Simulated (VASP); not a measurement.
# Sn (P6_3/mmc) in VASP: a series of runs

Sn is run at these levels: PBEsol; tasks: single point.

Program: VASP 6.6.1. These are calculated values, not measurements. Logs are shortened: lines on timing, memory, paths and dates and some standing lists are left out, and cuts for length are marked.

### Step 1. The cell of the first run

It takes space group P6_3/mmc (No. 194, hexagonal). Conventional cell: a = 3.454 Å, b = 3.454 Å, c = 11.421 Å, α = 90.00°, β = 90.00°, γ = 120.00°. Within 4.5 Å of Sn (site symmetry -3m) lie 12 Sn at 3.45 to 3.48 Å. Within 4.5 Å of Sn (site symmetry -6m2) lie 12 Sn at 3.45 to 3.48 Å.

### Step 2. Single point, PBEsol (volume scaled by 1.12)

File INCAR:

```
SYSTEM = Sn
ALGO = Normal
EDIFF = 1E-6
ENCUT = 520
GGA = PS
ISIF = 2
ISMEAR = -1
LASPH = .True.
LCHARG = .False.
LREAL = .False.
LWAVE = .False.
NBANDS = 36
NELM = 80
PREC = Accurate
SIGMA = 0.1
```

File KPOINTS:

```
k-points
0
Gamma
  12 12 4
  0 0 0
```

File POSCAR:

```
Sn
1.0
    3.4544575630      0.0000000000      0.0000000000
   -1.7272287815      2.9916480058      0.0000000000
    0.0000000000      0.0000000000     11.4212653210
Sn
4
Direct
    1.0000000000      1.0000000000      0.0000000000
    1.0000000000      1.0000000000      0.5000000000
    0.3333333333      0.6666666667      0.2500000000
    0.6666666667      0.3333333333      0.7500000000
```

Potentials or basis: VASP PAW PBE potentials, release 64 (Sn_d).

On the command line:

```sh
cat potpaw_PBE.64/Sn_d/POTCAR > POTCAR
mpirun -np 1 vasp_std > vasp.out
```

OUTCAR:

```text
SYSTEM = Sn
   EDIFF = 1E-6
   ENCUT = 520
   GGA = PS
   ISIF = 2
   ISMEAR = -1
   LASPH = .True.
   LREAL = .False.
   NELM = 80
   PREC = Accurate

 ion  position               nearest neighbor table
   1  0.000  0.000  0.000-   3 3.48   4 3.48   3 3.48   4 3.48   4 3.48   3 3.48
   2  0.000  0.000  0.500-   3 3.48   4 3.48   3 3.48   4 3.48   4 3.48   3 3.48
   3  0.333  0.667  0.250-   1 3.48   2 3.48   1 3.48   2 3.48   1 3.48   2 3.48
   4  0.667  0.333  0.750-   1 3.48   2 3.48   1 3.48   2 3.48   1 3.48   2 3.48

  LATTYP: Found a hexagonal cell.
 ALAT       =     3.4544575630
 C/A-ratio  =     3.3062398691

  Lattice vectors:

 A1 = (   3.4544575630,   0.0000000000,   0.0000000000)
 A2 = (  -1.7272287815,   2.9916480058,   0.0000000000)
 A3 = (   0.0000000000,   0.0000000000,  11.4212653210)

Analysis of symmetry for initial positions (statically):
=====================================================================
 Subroutine PRICEL returns:
 Original cell was already a primitive cell.

 Routine SETGRP: Setting up the symmetry group for a
 hexagonal supercell.

 Subroutine GETGRP returns: Found 24 space group operations
 (whereof 12 operations were pure point group operations)
 out of a pool of 24 trial point group operations.

The static configuration has the point symmetry D_3d.
 The point group associated with its full space group is D_6h.

Analysis of symmetry for dynamics (positions and initial velocities):
=====================================================================
 Subroutine PRICEL returns:
 Original cell was already a primitive cell.

 Routine SETGRP: Setting up the symmetry group for a
 hexagonal supercell.

 Subroutine GETGRP returns: Found 24 space group operations
 (whereof 12 operations were pure point group operations)
 out of a pool of 24 trial point group operations.

The dynamic configuration has the point symmetry D_3d.
 The point group associated with its full space group is D_6h.

 Subroutine INISYM returns: Found 24 space group operations
 (whereof 12 operations are pure point group operations),
 and found     1 'primitive' translations

----------------------------------------------------------------------------------------

                                     Primitive cell

  volume of cell :     118.0333

  direct lattice vectors                    reciprocal lattice vectors
     3.454457563  0.000000000  0.000000000     0.289481049  0.167131962  0.000000000
    -1.727228782  2.991648006  0.000000000     0.000000000  0.334263923  0.000000000
     0.000000000  0.000000000 11.421265321     0.000000000  0.000000000  0.087555973

  length of vectors
     3.454457563  3.454457563 11.421265321     0.334263923  0.334263923  0.087555973

  position of ions in fractional coordinates (direct lattice)
     0.000000000  0.000000000  0.000000000
     0.000000000  0.000000000  0.500000000
     0.333333333  0.666666667  0.250000000
     0.666666667  0.333333333  0.750000000

  ion indices of the primitive-cell ions
   primitive index   ion index
                 1           1
                 2           2
                 3           3
                 4           4

----------------------------------------------------------------------------------------

 KPOINTS: k-points

Automatic generation of k-mesh.
 Grid dimensions read from file:
 generate k-points for:   12   12    4

 Generating k-lattice:

  Cartesian coordinates                     Fractional coordinates (reciprocal lattice)
     0.024123421  0.013927663  0.000000000     0.083333333  0.000000000  0.000000000
     0.000000000  0.027855327  0.000000000     0.000000000  0.083333333  0.000000000
     0.000000000  0.000000000  0.021888993     0.000000000  0.000000000  0.250000000

  Length of vectors
     0.027855327  0.027855327  0.021888993

  Shift w.r.t. Gamma in fractional coordinates (k-lattice)
     0.000000000  0.000000000  0.000000000

 Subroutine IBZKPT returns following result:
 ===========================================

 Found     57 irreducible k-points:

 Following reciprocal coordinates:
            Coordinates               Weight
  0.000000  0.000000  0.000000      1.000000
  0.083333  0.000000  0.000000      6.000000
  0.166667  0.000000  0.000000      6.000000
  0.250000  0.000000  0.000000      6.000000
  0.333333  0.000000  0.000000      6.000000
  0.416667  0.000000  0.000000      6.000000
[... 16 lines left out ...]
  0.250000  0.000000  0.250000     12.000000
  0.333333  0.000000  0.250000     12.000000
 [... further k-points ...]
   k-points           NKPTS =     57   k-points in BZ     NKDIM =     57   number of bands    NBANDS=     36
   number of dos      NEDOS =    301   number of ions     NIONS =      4
   total plane-waves  NPLWV =  70560
   dimension x,y,z NGX =    28 NGY =   28 NGZ =   90
   dimension x,y,z NGXF=    56 NGYF=   56 NGZF=  180
   ions per type =               4
   NGX,Y,Z   is equivalent  to a cutoff of  13.48, 13.48, 13.10 a.u.
   NGXF,Y,Z  is equivalent  to a cutoff of  26.95, 26.95, 26.20 a.u.
 SYSTEM =  Sn
   PREC   = accura    normal or accurate (medium, high low for compatibility)
   ISTART =      0    job   : 0-new  1-cont  2-samecut
   ICHARG =      2    charge: 1-file 2-atom 10-const
   ISPIN  =      1    spin polarized calculation?
   LNONCOLLINEAR =      F non collinear calculations
   LSORBIT =      F    spin-orbit coupling
   LASPH  =      T    aspherical Exc in radial PAW
   ENCUT  =  520.0 eV  38.22 Ry    6.18 a.u.   6.42  6.42 21.24*2*pi/ulx,y,z
   NELM   =     80;   NELMIN=  2; NELMDL= -5     # of ELM steps
   EDIFF  = 0.1E-05   stopping-criterion for ELM
   LREAL  =      F    real-space projection
   EDIFFG = 0.1E-04   stopping-criterion for IOM
   NSW    =      0    number of steps for IOM
   IBRION =     -1    ionic relax: 0-MD 1-quasi-New 2-CG
   NFREE  =      0    steps in history (QN), initial steepest desc. (CG)
   ISIF   =      2    stress and relaxation
   ISYM   =      2    0-nonsym 1-usesym 2-fastsym
   POTIM  = 0.5000    time-step for ionic-motion
   TEBEG  =    0.0;   TEEND  =   0.0 temperature during run
   PSTRESS=    0.0 pullay stress
   NELECT =      56.0000    total number of electrons
   NUPDOWN=      -1.0000    fix difference up-down
   EMIN   =  10.00;   EMAX   =-10.00  energy-range for DOS
   EFERMI =   0.00;   METHOD = LEGACY
   ISMEAR =    -1;   SIGMA  =   0.10  broadening in eV -4-tet -1-fermi 0-gaus
   EFERMI_NEDOS =   21; number of points for ismear=-14 and -15
   IALGO  =     38    algorithm
   IMIX   =      4    mixing-type and parameters
     AMIX     =   0.40;   BMIX     =  1.00
     AMIX_MAG =   1.60;   BMIX_MAG =  1.00
  volume/ion in A,a.u.               =      29.51       199.13
  Fermi-wavevector in a.u.,A,eV,Ry     =   1.276839  2.412875 22.181805  1.630317
  Thomas-Fermi vector in A             =   2.409472
   LORBIT       =      0    0 simple, 1 ext, 2 COOP (PROOUT), +10 PAW based schemes
   GGA     = PS    functional components
   LHFCALC =     F    Hartree Fock is set to
   AEXX    =    0.0000 exact exchange contribution
   IVDW    =     0    specifies the selected vdW correction
   LEPSILON=     F    determine dielectric tensor
   LRPA    =     F    only Hartree local field effects (RPA)
 non-spin polarized calculation
  energy-cutoff  :      520.00
  volume of cell :      118.03
 maximum number of plane-waves:      3214
 NGX is ok and might be reduce to    28
   NGX = 13   NGY = 13   NGZ = 43

 number of electron      56.0000020 magnetization

 Free energy of the ion-electron system (eV)
  ---------------------------------------------------
  ext. energy  EPLUGINS =         0.00000000
  ---------------------------------------------------
  free energy    TOTEN  =       -16.76024345 eV

  energy without entropy =      -16.67639382  energy(sigma->0) =      -16.71831863

 E-fermi :   6.9951     XC(G=0): -10.1235

 val. band max:        6.9937166820   @ k =   0.1667   0.1667   0.0000
 cond. band min:       7.0054733910   @ k =   0.3333   0.1667   0.2500
 fundamental gap:      0.0117567090
 Fermi energy:         6.9951248126

 k-point     1 :       0.0000    0.0000    0.0000
  band No.  band energies     occupation
      1     -14.4044      2.00000
      2     -14.4020      2.00000
      3     -14.3970      2.00000
      4     -14.3970      2.00000
      5     -14.3959      2.00000
      6     -14.3959      2.00000
[... 28 lines left out ...]
     35      14.0536      0.00000
     36      14.0536      0.00000

 k-point     2 :       0.0833    0.0000    0.0000
  band No.  band energies     occupation
      1     -14.4054      2.00000
      2     -14.4010      2.00000
      3     -14.3995      2.00000
      4     -14.3984      2.00000
      5     -14.3929      2.00000
      6     -14.3922      2.00000
[... 28 lines left out ...]
     35      13.7973      0.00000
     36      14.1475      0.00000

 k-point     3 :       0.1667    0.0000    0.0000
  band No.  band energies     occupation
      1     -14.4170      2.00000
      2     -14.4071      2.00000
      3     -14.4056      2.00000
      4     -14.3934      2.00000
      5     -14.3862      2.00000
      6     -14.3852      2.00000
[... 28 lines left out ...]
     35      13.3062      0.00000
     36      13.9148      0.00000

 k-point     4 :       0.2500    0.0000    0.0000
  band No.  band energies     occupation
      1     -14.4320      2.00000
      2     -14.4155      2.00000
      3     -14.4151      2.00000
      4     -14.3907      2.00000
      5     -14.3889      2.00000
      6     -14.3861      2.00000
[... 28 lines left out ...]
     35      12.2554      0.00000
     36      13.3586      0.00000

 k-point     5 :       0.3333    0.0000    0.0000
  band No.  band energies     occupation
      1     -14.4461      2.00000
      2     -14.4257      2.00000
      3     -14.4224      2.00000
      4     -14.4006      2.00000
      5     -14.3945      2.00000
      6     -14.3917      2.00000
[... 655 lines left out ...]
 k-point    22 :       0.1667    0.0000    0.2500
  band No.  band energies     occupation
      1     -14.4166      2.00000
      2     -14.4114      2.00000
      3     -14.4012      2.00000
      4     -14.3910      2.00000
      5     -14.3896      2.00000
      6     -14.3829      2.00000
[... 28 lines left out ...]
     35      12.9498      0.00000
     36      13.7152      0.00000

 k-point    23 :       0.2500    0.0000    0.2500
  band No.  band energies     occupation
      1     -14.4311      2.00000
      2     -14.4225      2.00000
      3     -14.4073      2.00000
      4     -14.3924      2.00000
      5     -14.3865      2.00000
      6     -14.3837      2.00000
[... 28 lines left out ...]
     35      12.3041      0.00000
     36      13.1281      0.00000

 k-point    24 :       0.3333    0.0000    0.2500
  band No.  band energies     occupation
      1     -14.4446      2.00000
      2     -14.4331      2.00000
      3     -14.4139      2.00000
      4     -14.3985      2.00000
      5     -14.3960      2.00000
      6     -14.3898      2.00000
[... 28 lines left out ...]
     35      11.4367      0.00000
     36      12.5802      0.00000

 [... further k-points ...]
[... 5 lines left out ...]
  --------------------------------------------------------------------------------------
  -------------------------------------------------------------------------------------
  Total       -3.4250397     -3.4250397     -3.5097761      0.0000000      0.0000000      0.0000000
  in kB      -46.4912921    -46.4912921    -47.6414993      0.0000000      0.0000000      0.0000000
  external PRESSURE =     -46.8746945 kB  Pullay stress =       0.0000000 kB

 VOLUME and BASIS-vectors are now :
 -----------------------------------------------------------------------------
  energy-cutoff  :      520.00
  volume of cell :      118.03
      direct lattice vectors                 reciprocal lattice vectors
     3.454457563  0.000000000  0.000000000     0.289481049  0.167131962  0.000000000
    -1.727228782  2.991648006  0.000000000     0.000000000  0.334263923  0.000000000
     0.000000000  0.000000000 11.421265321     0.000000000  0.000000000  0.087555973

 POSITION                                       TOTAL-FORCE (eV/Angst)
 -----------------------------------------------------------------------------------
      0.00000      0.00000      0.00000         0.000000      0.000000     -0.000000
      0.00000      0.00000      5.71063         0.000000      0.000000     -0.000000
     -0.00000      1.99443      2.85532         0.000000     -0.000000      0.000000
      1.72723      0.99722      8.56595        -0.000000      0.000000      0.000000
 -----------------------------------------------------------------------------------
    total drift:                                0.000000     -0.000000      0.000000

  FREE ENERGIE OF THE ION-ELECTRON SYSTEM (eV)
  ---------------------------------------------------
  free  energy   TOTEN  =       -16.7602434491 eV

  energy  without entropy=      -16.6763938166  energy(sigma->0) =      -16.71831863
```

Run time: 98 s. Hardware: 1 thread of Intel Xeon 6975P-C (Granite Rapids), shared host; peak memory 0.35 GiB.

What came out:

- Free energy: -16.7602 eV
- Pressure: -4.7 GPa
- Band gap on the k mesh: zero (band 28 reaches 12.48 eV, above the bottom of band 29 at 4.77 eV)

Stress tensor (GPa, compression positive):
```
-4.65  0.00  0.00
 0.00 -4.65  0.00
 0.00  0.00 -4.76
```

Caveat: the cell differs from its parent crystal (volume scaled by 1.12); the PAW data sets were made with another functional, which shifts forces and pressure a little; spin-orbit coupling is left out, which moves the levels of the heavy elements.

### Step 3. Single point, PBEsol

This run uses another cell than the first one, of 26.35 Å³/atom, 0.893 times its volume.

File INCAR:

```
  ALGO = Normal
  EDIFF = 1E-7
  ENCUT = 520
  GGA = PS
  ISIF = 2
  ISMEAR = -1
  LASPH = True
  LCHARG = False
  LREAL = False
  LWAVE = False
  NBANDS = 36
  NELM = 60
  PREC = Accurate
  SIGMA = 0.1
```

File KPOINTS:

```
k-points
0
Gamma
  14 14 4
```

File POSCAR:

```
Sn
1.0
    3.3263952690      0.0000000000      0.0000000000
   -1.6631976345      2.8807428060      0.0000000000
    0.0000000000      0.0000000000     10.9978606590
Sn
4
Direct
    1.0000000000      1.0000000000      0.0000000000
    1.0000000000      1.0000000000      0.5000000000
    0.3333333333      0.6666666667      0.2500000000
    0.6666666667      0.3333333333      0.7500000000
```

Potentials or basis: VASP PAW PBE potentials, release 64 (Sn_d).

On the command line:

```sh
cat potpaw_PBE.64/Sn_d/POTCAR > POTCAR
mpirun -np 1 vasp_std > vasp.out
```

It took 2 min on 1 thread of Intel Xeon 6975P-C (Granite Rapids), shared host; peak memory 0.36 GiB.

It converged, with:

```yaml
Free_energy: -16.9752 eV
Pressure: 0.2 GPa
Band_gap_on_the_k_mesh: zero (band 28 reaches 14.49 eV, above the bottom of band 29 at 6.35 eV)
```

Stress tensor (GPa, compression positive):
```
-0.03  0.00  0.00
 0.00 -0.03  0.00
 0.00  0.00  0.53
```

Levels at points of the mesh, in eV from the Fermi level:
| k point | band 24 | band 25 | band 26 | band 27 | band 28 | band 29 | band 30 | band 31 | band 32 | band 33 |
| --- | --- | --- | --- | --- | --- | --- | --- | --- | --- | --- |
| (0.00, 0.00, 0.00) | -6.97 | -4.82 | 0.86 | 0.86 | 6.09 | 6.09 | 6.85 | 6.85 | 6.97 | 6.97 |
| (0.50, 0.00, 0.00) | -5.37 | -4.56 | -4.27 | -2.13 | -1.78 | -0.38 | 0.49 | 2.21 | 3.58 | 3.58 |
| (0.00, 0.00, 0.50) | -8.47 | -2.66 | -2.66 | 4.87 | 4.87 | 6.31 | 6.31 | 6.31 | 6.31 | 7.61 |
| (0.50, 0.00, 0.50) | -5.90 | -3.60 | -3.60 | -3.09 | -3.09 | 1.35 | 1.35 | 2.57 | 2.57 | 2.81 |

Caveat: the PAW data sets were made with another functional, which shifts forces and pressure a little; spin-orbit coupling is left out, which moves the levels of the heavy elements.
